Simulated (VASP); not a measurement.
# Si6O11 (a cell with a defect) in VASP: a series of runs, part 2 of 2

VASP 6.6.1. Earlier steps stand in the parts before.

## (3) Single point, PBE

The input, INCAR:

```
SYSTEM = Si6O11
PREC = Accurate ; ENCUT = 520
EDIFF = 1E-7 ; ISMEAR = 0
SIGMA = 0.05 ; LREAL = Auto
LASPH = .TRUE. ; NELM = 100
ALGO = Normal ; ISIF = 2
LWAVE = .FALSE. ; LCHARG = .FALSE.
GGA = PE ; NELECT = 88.0
NBANDS = 59
```

The input, KPOINTS:

```
Automatic mesh
0
G
  4 4 2
  0 0 0
```

The input, POSCAR:

```
Si6O11
1.0
   -2.5103274377      4.3480146658      0.0000000000
    0.0000000000      0.0000000000      5.5092660079
    7.5309823132      4.3480146658      0.0000000000
Si O
6 11
Direct
    0.7617495765      0.3333333333      0.2382504235
    0.2617495765      0.3333333333      0.7382504235
    0.9765008470      0.6666666667      0.5000000000
    0.4765008470      0.6666666667      0.0000000000
    0.2617495765      0.0000000000      0.2617495765
    0.7617495765      0.0000000000      0.7617495765
    0.0486521033      0.2055717715      0.2072260374
    0.5486521033      0.2055717715      0.7072260374
    0.7865130045      0.5389051049      0.3720609296
    0.2865130045      0.5389051049      0.8720609296
    0.6648348922      0.8722384382      0.9207130329
    0.2865130045      0.7944282285      0.1279390704
    0.7865130045      0.7944282285      0.6279390704
    0.6648348922      0.4610948951      0.0792869671
    0.1648348922      0.4610948951      0.5792869671
    0.2327002865     -0.1798726326      0.4468047692
    0.0486521033      0.1277615618      0.7927739626
```

Potentials or basis: VASP PAW PBE potentials, release 64 (Si, O).

Command:

```sh
cat potpaw_PBE.64/Si/POTCAR potpaw_PBE.64/O/POTCAR > POTCAR
mpirun -np 1 vasp_std > vasp.out
```

OUTCAR:

```text
SYSTEM = Si6O11
   PREC = Accurate
   ENCUT = 520
   EDIFF = 1E-7
   ISMEAR = 0
   LREAL = Auto
   LASPH = .TRUE.
   NELM = 100
   ISIF = 2
   GGA = PE
   NELECT = 88.0

 ion  position               nearest neighbor table
   1  0.762  0.333  0.238-  14 1.63   7 1.63   9 1.63   5 3.12   5 3.12   3 3.12   4 3.12
   2  0.262  0.333  0.738-  15 1.63   8 1.63  17 1.63  10 1.63   6 3.12   6 3.12   4 3.12   3 3.12

   3  0.977  0.667  0.500-  16 1.61  13 1.63   9 1.63  15 1.63   5 3.12   6 3.12   1 3.12   2 3.12

   4  0.477  0.667  0.000-  12 1.63  10 1.63  11 1.63  14 1.63   6 3.12   5 3.12   2 3.12   1 3.12

   5  0.262  0.000  0.262-  12 1.63   7 1.63  16 1.90   3 3.12   4 3.12   1 3.12   1 3.12
   6  0.762  0.000  0.762-  11 1.63  17 1.63  13 1.63   8 1.63   4 3.12   3 3.12   2 3.12   2 3.12

   7  0.049  0.206  0.207-   1 1.63   5 1.63
   8  0.549  0.206  0.707-   2 1.63   6 1.63
   9  0.787  0.539  0.372-   3 1.63   1 1.63
  10  0.287  0.539  0.872-   4 1.63   2 1.63
  11  0.665  0.872  0.921-   6 1.63   4 1.63
  12  0.287  0.794  0.128-   4 1.63   5 1.63
  13  0.787  0.794  0.628-   3 1.63   6 1.63
  14  0.665  0.461  0.079-   1 1.63   4 1.63
  15  0.165  0.461  0.579-   2 1.63   3 1.63
[... 222 lines left out ...]
  band No.  band energies     occupation
      1     -19.1137      2.00000
      2     -18.4125      2.00000
      3     -18.1463      2.00000
      4     -17.8946      2.00000
      5     -17.7350      2.00000
      6     -17.1522      2.00000
[... 1169 lines left out ...]
     55      10.4479      0.00000
     56      10.6645      0.00000
 [bands above 56 left out]

------------------------ aborting loop because EDIFF is reached ----------------------------------------

  FORCE on cell =-STRESS in cart. coord.  units (eV):
  Direction    XX          YY          ZZ          XY          YZ          ZX
  --------------------------------------------------------------------------------------
  -------------------------------------------------------------------------------------
  Total      -18.8394953    -16.6135850    -17.5629272     -2.6551908     -1.2482850      2.8051942
  in kB     -125.4887347   -110.6620811   -116.9855918    -17.6860649     -8.3147504     18.6852285
  external PRESSURE =    -117.7121358 kB  Pullay stress =       0.0000000 kB

 VOLUME and BASIS-vectors are now :
 -----------------------------------------------------------------------------
  energy-cutoff  :      520.00
  volume of cell :      240.53
      direct lattice vectors                 reciprocal lattice vectors
    -2.510327438  4.348014666  0.000000000    -0.099588602  0.172492518  0.000000000
     0.000000000  0.000000000  5.509266008     0.000000000  0.000000000  0.181512383
     7.530982313  4.348014666  0.000000000     0.099588602  0.057497506  0.000000000

 POSITION                                       TOTAL-FORCE (eV/Angst)
 -----------------------------------------------------------------------------------
     -0.11798      4.34801      1.83642        -0.658635      0.167227      2.557456
      4.90267      4.34801      1.83642         0.083603      0.155393      0.086355
      1.31415      6.41985      3.67284         1.921383      0.551357     -0.920215
     -1.19617      2.07183      3.67284        -1.445625     -0.926304      0.218971
      1.31415      2.27618      0.00000         1.990669      0.258560     -2.865905
      3.82448      6.62420      0.00000        -0.043701     -0.066733     -0.135020
[... 9 lines left out ...]
      2.78072      2.95450      4.51830        -4.345192     -1.196707      4.003626
      5.84823      3.65853      0.70387        -0.021240      0.051857      0.104346
 -----------------------------------------------------------------------------------
    total drift:                                0.003224     -0.009662     -0.001462

  FREE ENERGIE OF THE ION-ELECTRON SYSTEM (eV)
  ---------------------------------------------------
  free  energy   TOTEN  =      -132.2224693565 eV

  energy  without entropy=     -132.2076873189  energy(sigma->0) =     -132.21507834
```

Run time: 11 min. Hardware: 1 thread of AMD EPYC 7R13, shared host; peak memory 0.42 GiB.

Results:

- Free energy: -132.2225 eV
- Largest force: 6.028 eV/Å

Forces in eV/Å, atoms in the order of the input:
```
Si  -0.659  0.167  2.557
Si   0.084  0.155  0.086
Si   1.921  0.551 -0.920
Si  -1.446 -0.926  0.219
Si   1.991  0.259 -2.866
Si  -0.044 -0.067 -0.135
O    0.505  0.538 -1.005
O   -0.090  0.057 -0.036
O   -0.403 -1.018 -0.747
O    0.319  0.256  0.133
O    0.551  0.136 -0.296
O    1.010  0.625  1.107
O   -0.454 -0.188  0.102
O    0.714  0.699 -1.213
O    0.367 -0.099 -1.095
O   -4.345 -1.197  4.004
O   -0.021  0.052  0.104
```

Levels at points of the mesh, in eV from the Fermi level:
| k point | band 40 | band 41 | band 42 | band 43 | band 44 | band 45 | band 46 | band 47 | band 48 | band 49 |
| --- | --- | --- | --- | --- | --- | --- | --- | --- | --- | --- |
| (0.00, 0.00, 0.00) | -0.86 | -0.71 | -0.47 | -0.32 | -0.09 | -0.03 | 4.10 | 5.75 | 6.63 | 7.09 |
| (0.50, 0.00, 0.00) | -0.74 | -0.69 | -0.49 | -0.07 | -0.01 | 0.49 | 3.19 | 6.30 | 6.44 | 6.98 |
| (0.00, 0.50, 0.00) | -1.01 | -0.74 | -0.39 | -0.17 | -0.04 | -0.01 | 3.95 | 6.41 | 6.54 | 7.62 |
| (0.50, 0.50, 0.00) | -0.72 | -0.60 | -0.57 | -0.45 | -0.29 | 0.43 | 3.34 | 5.99 | 6.79 | 7.22 |
| (0.00, 0.00, 0.50) | -0.84 | -0.60 | -0.51 | -0.23 | -0.15 | -0.05 | 4.10 | 5.81 | 6.44 | 7.19 |
| (0.50, 0.00, 0.50) | -0.86 | -0.63 | -0.51 | -0.06 | 0.02 | 0.49 | 3.21 | 6.29 | 6.34 | 6.93 |
| (0.00, 0.50, 0.50) | -0.88 | -0.70 | -0.27 | -0.22 | -0.16 | -0.01 | 3.96 | 6.47 | 6.64 | 7.50 |
| (0.50, 0.50, 0.50) | -0.72 | -0.64 | -0.53 | -0.32 | -0.25 | 0.38 | 3.33 | 6.01 | 6.79 | 7.20 |

Caveat: the k points lie up to 0.36 Å⁻¹ apart; the cell carries a net charge on a neutralising background, which shifts energy and pressure; the cell differs from its parent crystal (atoms taken out, atom 16 moved 1.000 of the way to it and +0.500 Å across, host rigid); the cell is charged against a uniform background, so pressure and absolute levels hang on convention.

## (4) Single point, PBE

The input, INCAR:

```
SYSTEM = Si6O11
PREC     = Accurate       ! precision mode
ENCUT    = 520            ! plane-wave cutoff, eV
EDIFF    = 1E-6           ! SCF threshold, eV
ISMEAR   = 0              ! smearing method
SIGMA    = 0.05           ! smearing width, eV
LREAL    = Auto         
LASPH    = .TRUE.         ! aspherical terms in the spheres
NELM     = 100            ! most SCF steps
ALGO     = Normal         ! electronic algorithm
ISIF     = 2              ! what is computed and relaxed
LWAVE    = .FALSE.        ! write WAVECAR
LCHARG   = .FALSE.        ! write CHGCAR
GGA      = PE             ! functional
NBANDS   = 59             ! bands
NELECT   = 88.0
```

KPOINTS is that of step 3.

Edit POSCAR of step 3 so:

```diff
@@ -23,3 +23,3 @@
     0.1648348922      0.4610948951      0.5792869671
-    0.2327002865     -0.1798726326      0.4468047692
+    0.4526978005      0.0638807809      0.3247587301
     0.0486521033      0.1277615618      0.7927739626
```

Command:

```sh
cat potpaw_PBE.64/Si/POTCAR potpaw_PBE.64/O/POTCAR > POTCAR
mpirun -np 1 vasp_std > vasp.out
```

Run time: 7.9 min. Hardware: 1 thread of AMD EPYC 7R13, shared host; peak memory 0.42 GiB.

The run converged. Its results:

- Free energy: -124.0936 eV
- Largest force: 56.897 eV/Å

Forces on the atoms (eV/Å):
```
Si   -0.958  -0.437   0.594
Si    1.142   1.551  -0.282
Si    3.282  -0.131  -2.925
Si   -0.913  -1.174  -0.024
Si   -2.962 -51.857 -16.277
Si    1.224   0.443   1.394
O     1.624  -1.292  -0.711
O    -0.309  -0.136  -0.115
O    -0.060   0.038   0.397
O    -0.019   0.067   0.064
O     0.127   0.086  -0.271
O     1.614  -0.431   0.212
O    -2.031  -0.093  -0.250
O     1.364   1.130  -1.643
O    -1.508  -1.338   1.358
O    -1.223  53.813  18.437
O    -0.395  -0.239   0.042
```

Levels at points of the mesh, in eV from the Fermi level:
```csv
k point,band 41,band 42,band 43,band 44,band 45,band 46,band 47,band 48
"(0.00, 0.00, 0.00)",-0.93,-0.65,-0.41,-0.09,-0.03,3.66,4.93,6.33
"(0.50, 0.00, 0.00)",-0.88,-0.83,-0.23,-0.12,0.26,3.32,5.04,6.77
"(0.00, 0.50, 0.00)",-0.91,-0.53,-0.39,-0.05,0.23,3.24,5.08,6.47
"(0.50, 0.50, 0.00)",-0.97,-0.65,-0.54,-0.45,0.16,3.85,4.87,6.62
"(0.00, 0.00, 0.50)",-0.89,-0.68,-0.38,-0.08,0.09,3.57,4.85,6.26
"(0.50, 0.00, 0.50)",-0.88,-0.78,-0.24,-0.12,0.19,3.35,5.03,6.72
"(0.00, 0.50, 0.50)",-0.91,-0.55,-0.43,-0.04,0.28,3.23,5.06,6.46
"(0.50, 0.50, 0.50)",-0.91,-0.63,-0.54,-0.41,0.09,3.85,4.87,6.77
```

Caveat: the k points lie up to 0.36 Å⁻¹ apart; the cell carries a net charge on a neutralising background, which shifts energy and pressure; the cell differs from its parent crystal (atoms taken out, atom 16 moved 0.250 of the way to it and +0.000 Å across, host rigid); the cell is charged against a uniform background, so pressure and absolute levels hang on convention; atoms lie so close that the PAW spheres overlap strongly, which falsifies energies and pressures.
